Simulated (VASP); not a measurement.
# BeTe (F-43m) in VASP: further runs

Runs on BeTe. Level: PBEsol. Tasks: single point.

Everything below comes from runs of VASP 6.6.1. Logs are shortened: lines on timing, memory, paths and dates and some standing lists are left out, and cuts for length are marked.

## 1. The cell of the first run

It takes space group F-43m (No. 216, cubic). Conventional cell: a = 5.540 Å, b = 5.540 Å, c = 5.540 Å, α = 90.00°, β = 90.00°, γ = 90.00°. Be (site symmetry -43m) has 4 Te at 2.40 Å within 3.2 Å. Te (site symmetry -43m) has 4 Be at 2.40 Å within 3.2 Å.

## 2. Single point, PBEsol, non-collinear spin, zero start, spin-orbit coupling

Contents of INCAR:

```
SYSTEM = BeTe
  ALGO = Normal
  EDIFF = 1E-7
  ENCUT = 520
  GGA = PS
  GGA_COMPAT = .False.
  ISIF = 2
  ISMEAR = 0
  LASPH = .True.
  LCHARG = .False.
  LNONCOLLINEAR = .True.
  LORBIT = 11
  LORBMOM = .True.
  LREAL = .False.
  LSORBIT = .True.
  LWAVE = .False.
  MAGMOM = 0 0 0 0 0 0
  NBANDS = 20
  NELM = 150
  PREC = Accurate
  SIGMA = 0.05
```

Contents of KPOINTS:

```
k-points
0
Gamma
  6 6 6
  0 0 0
```

Contents of POSCAR:

```
BeTe
1.0
    0.0000000000      2.7700007385      2.7700007385
    2.7700007385      0.0000000000      2.7700007385
    2.7700007385      2.7700007385      0.0000000000
Be Te
1 1
Direct
    0.0000000000      0.0000000000      0.0000000000
    0.7500000000      0.7500000000      0.7500000000
```

Potentials or basis: VASP PAW PBE potentials, release 64 (Be, Te).

Run with:

```sh
$ cat potpaw_PBE.64/Be/POTCAR potpaw_PBE.64/Te/POTCAR > POTCAR
$ mpirun -np 1 vasp_ncl > vasp.out
```

OUTCAR:

```text
SYSTEM = BeTe
   EDIFF = 1E-7
   ENCUT = 520
   GGA = PS
   ISIF = 2
   ISMEAR = 0
   LASPH = .True.
   LNONCOLLINEAR = .True.
   LORBIT = 11
   LREAL = .False.
   LSORBIT = .True.
   NELM = 150
   PREC = Accurate

 ion  position               nearest neighbor table
   1  0.000  0.000  0.000-   2 2.40   2 2.40   2 2.40   2 2.40
   2  0.750  0.750  0.750-   1 2.40   1 2.40   1 2.40   1 2.40

  LATTYP: Found a face centered cubic cell.
 ALAT       =     5.5400014770

  Lattice vectors:

 A1 = (   0.0000000000,   2.7700007385,   2.7700007385)
 A2 = (   2.7700007385,   0.0000000000,   2.7700007385)
 A3 = (   2.7700007385,   2.7700007385,   0.0000000000)

Analysis of symmetry for initial positions (statically):
=====================================================================
 Subroutine PRICEL returns:
 Original cell was already a primitive cell.

 Routine SETGRP: Setting up the symmetry group for a
 face centered cubic supercell.

 Subroutine GETGRP returns: Found 24 space group operations
 (whereof 24 operations were pure point group operations)
 out of a pool of 48 trial point group operations.

The static configuration has the point symmetry T_d .

Analysis of symmetry for dynamics (positions and initial velocities):
=====================================================================
 Subroutine PRICEL returns:
 Original cell was already a primitive cell.

 Routine SETGRP: Setting up the symmetry group for a
 face centered cubic supercell.

 Subroutine GETGRP returns: Found 24 space group operations
 (whereof 24 operations were pure point group operations)
 out of a pool of 48 trial point group operations.

The dynamic configuration has the point symmetry T_d .

Analysis of structural, dynamic, and magnetic symmetry:
=====================================================================
 Subroutine PRICEL returns:
 Original cell was already a primitive cell.

 Routine SETGRP: Setting up the symmetry group for a
 face centered cubic supercell.

 Subroutine GETGRP returns: Found 24 space group operations
 (whereof 24 operations were pure point group operations)
 out of a pool of 48 trial point group operations.

The overall configuration has the point symmetry T_d .

 Subroutine INISYM returns: Found 24 space group operations
 (whereof 24 operations are pure point group operations),
 and found     1 'primitive' translations

----------------------------------------------------------------------------------------

                                     Primitive cell

  volume of cell :      42.5079

  direct lattice vectors                    reciprocal lattice vectors
     0.000000000  2.770000738  2.770000738    -0.180505367  0.180505367  0.180505367
     2.770000738  0.000000000  2.770000738     0.180505367 -0.180505367  0.180505367
     2.770000738  2.770000738  0.000000000     0.180505367  0.180505367 -0.180505367

  length of vectors
     3.917372612  3.917372612  3.917372612     0.312644467  0.312644467  0.312644467

  position of ions in fractional coordinates (direct lattice)
     0.000000000  0.000000000  0.000000000
     0.750000000  0.750000000  0.750000000

  ion indices of the primitive-cell ions
   primitive index   ion index
                 1           1
                 2           2

----------------------------------------------------------------------------------------

 KPOINTS: k-points

Automatic generation of k-mesh.
 Grid dimensions read from file:
 generate k-points for:    6    6    6

 Generating k-lattice:

  Cartesian coordinates                     Fractional coordinates (reciprocal lattice)
    -0.030084228  0.030084228  0.030084228     0.166666667  0.000000000  0.000000000
     0.030084228 -0.030084228  0.030084228     0.000000000  0.166666667  0.000000000
     0.030084228  0.030084228 -0.030084228     0.000000000  0.000000000  0.166666667

  Length of vectors
     0.052107411  0.052107411  0.052107411
[... 94 lines left out ...]

 number of electron       8.0000000 magnetization       0.0000000     -0.0000000     -0.0000000

 Free energy of the ion-electron system (eV)
  ---------------------------------------------------
  ext. energy  EPLUGINS =         0.00000000
  ---------------------------------------------------
  free energy    TOTEN  =        -8.28145114 eV

  energy without entropy =       -8.28145114  energy(sigma->0) =       -8.28145114

 E-fermi :   6.1078     XC(G=0):  -9.3961

 val. band max:        5.8681705959   @ k =   0.0000   0.0000   0.0000
 cond. band min:       7.2983095909   @ k =   0.5000   0.5000   0.0000
 fundamental gap:      1.4301389949
 Fermi energy:         6.1077766866

 k-point     1 :       0.0000    0.0000    0.0000
  band No.  band energies     occupation
      1      -7.0919      1.00000
      2      -7.0919      1.00000
      3       4.9404      1.00000
      4       4.9404      1.00000
      5       5.8682      1.00000
      6       5.8682      1.00000
[... 495 lines left out ...]
     19      17.4562      0.00000
     20      17.9035      0.00000

------------------------ aborting loop because EDIFF is reached ----------------------------------------

  FORCE on cell =-STRESS in cart. coord.  units (eV):
  Direction    XX          YY          ZZ          XY          YZ          ZX
  --------------------------------------------------------------------------------------
  -------------------------------------------------------------------------------------
  Total        0.6979164      0.6979164      0.6979164     -0.0000000      0.0000000     -0.0000000
  in kB       26.3053634     26.3053634     26.3053634     -0.0000000      0.0000000     -0.0000000
  external PRESSURE =      26.3053634 kB  Pullay stress =       0.0000000 kB

 VOLUME and BASIS-vectors are now :
 -----------------------------------------------------------------------------
  energy-cutoff  :      520.00
  volume of cell :       42.51
      direct lattice vectors                 reciprocal lattice vectors
     0.000000000  2.770000738  2.770000738    -0.180505367  0.180505367  0.180505367
     2.770000738  0.000000000  2.770000738     0.180505367 -0.180505367  0.180505367
     2.770000738  2.770000738  0.000000000     0.180505367  0.180505367 -0.180505367

 POSITION                                       TOTAL-FORCE (eV/Angst)
 -----------------------------------------------------------------------------------
      0.00000      0.00000      0.00000         0.000000      0.000000     -0.000000
      4.15500      4.15500      4.15500        -0.000000     -0.000000      0.000000
 -----------------------------------------------------------------------------------
    total drift:                               -0.000000     -0.000000     -0.000000

  FREE ENERGIE OF THE ION-ELECTRON SYSTEM (eV)
  ---------------------------------------------------
  free  energy   TOTEN  =        -8.2814511413 eV

  energy  without entropy=       -8.2814511413  energy(sigma->0) =       -8.28145114

 orbital moment (x)

 # of ion     p       d       tot
 ----------------------------------------
  1         0.000   0.000   0.000
  2        -0.000   0.000  -0.000
 ----------------------------------------
           -0.000   0.000  -0.000

 orbital moment (y)

 # of ion     p       d       tot
 ----------------------------------------
  1        -0.000   0.000  -0.000
  2        -0.000  -0.000  -0.000
 ----------------------------------------
           -0.000  -0.000  -0.000

 orbital moment (z)

 # of ion     p       d       tot
 ----------------------------------------
  1         0.000   0.000   0.000
  2         0.000  -0.000  -0.000
 ----------------------------------------
            0.000  -0.000   0.000

 Spin-Orbit-Coupling matrix elements

 Ion:    1  E_soc:     -0.0000082
 l=   1
     0.0000000    -0.0000014    -0.0000014
    -0.0000014     0.0000000    -0.0000014
    -0.0000014    -0.0000014     0.0000000
 l=   2
     0.0000000     0.0000000     0.0000000     0.0000000     0.0000000
     0.0000000     0.0000000     0.0000000     0.0000000     0.0000000
     0.0000000     0.0000000     0.0000000     0.0000000     0.0000000
     0.0000000     0.0000000     0.0000000     0.0000000     0.0000000
     0.0000000     0.0000000     0.0000000     0.0000000     0.0000000
 l=   3
     0.0000000     0.0000000     0.0000000     0.0000000     0.0000000     0.0000000     0.0000000
     0.0000000     0.0000000     0.0000000     0.0000000     0.0000000     0.0000000     0.0000000
     0.0000000     0.0000000     0.0000000     0.0000000     0.0000000     0.0000000     0.0000000
     0.0000000     0.0000000     0.0000000     0.0000000     0.0000000     0.0000000     0.0000000
     0.0000000     0.0000000     0.0000000     0.0000000     0.0000000     0.0000000     0.0000000
     0.0000000     0.0000000     0.0000000     0.0000000     0.0000000     0.0000000     0.0000000
     0.0000000     0.0000000     0.0000000     0.0000000     0.0000000     0.0000000     0.0000000

 Ion:    2  E_soc:     -0.1725534
 l=   1
     0.0000000    -0.0286204    -0.0286204
    -0.0286204     0.0000000    -0.0286204
    -0.0286204    -0.0286204     0.0000000
 l=   2
     0.0000000    -0.0000583     0.0000000    -0.0000583    -0.0000802
    -0.0000583     0.0000000    -0.0000602    -0.0000583    -0.0000201
     0.0000000    -0.0000602     0.0000000    -0.0000602     0.0000000
    -0.0000583    -0.0000583    -0.0000602     0.0000000    -0.0000201
    -0.0000802    -0.0000201     0.0000000    -0.0000201     0.0000000
 l=   3
     0.0000000     0.0000000     0.0000000     0.0000000     0.0000000     0.0000000     0.0000000
     0.0000000     0.0000000     0.0000000     0.0000000     0.0000000     0.0000000     0.0000000
     0.0000000     0.0000000     0.0000000     0.0000000     0.0000000     0.0000000     0.0000000
     0.0000000     0.0000000     0.0000000     0.0000000     0.0000000     0.0000000     0.0000000
     0.0000000     0.0000000     0.0000000     0.0000000     0.0000000     0.0000000     0.0000000
     0.0000000     0.0000000     0.0000000     0.0000000     0.0000000     0.0000000     0.0000000
     0.0000000     0.0000000     0.0000000     0.0000000     0.0000000     0.0000000     0.0000000

 total charge

# of ion       s       p       d       tot
------------------------------------------
    1        0.381   0.613   0.000   0.995
    2        1.332   2.165   0.037   3.534
--------------------------------------------------
tot          1.713   2.779   0.037   4.529

 magnetization (x)

# of ion       s       p       d       tot
------------------------------------------
    1       -0.000  -0.000   0.000  -0.000
    2        0.000   0.000  -0.000  -0.000
--------------------------------------------------
tot         -0.000  -0.000  -0.000  -0.000

 magnetization (y)

# of ion       s       p       d       tot
------------------------------------------
    1        0.000  -0.000   0.000   0.000
    2       -0.000   0.000   0.000  -0.000
--------------------------------------------------
tot          0.000  -0.000   0.000   0.000

 magnetization (z)

# of ion       s       p       d       tot
------------------------------------------
    1       -0.000  -0.000   0.000  -0.000
    2        0.000   0.000  -0.000   0.000
--------------------------------------------------
tot         -0.000   0.000  -0.000  -0.000
```

Run time: 29 s. Hardware: 1 thread of Intel Xeon 6975P-C (Granite Rapids), shared host; peak memory 0.28 GiB.

What came out:

| Property | Result |
| --- | --- |
| Free energy | -8.2815 eV |
| Pressure | 2.6 GPa |
| Net moment | 0.00 μB per cell |
| Valence electrons inside the program's atomic spheres | Be 0.99; Te 3.53 |

Moments on the atoms (μB; x, y, z):
```
Be  0.00 0.00 0.00
Te  0.00 0.00 0.00
```

Caveat: the PAW data sets were made with another functional, which shifts forces and pressure a little.

[end of part 1 of 2]
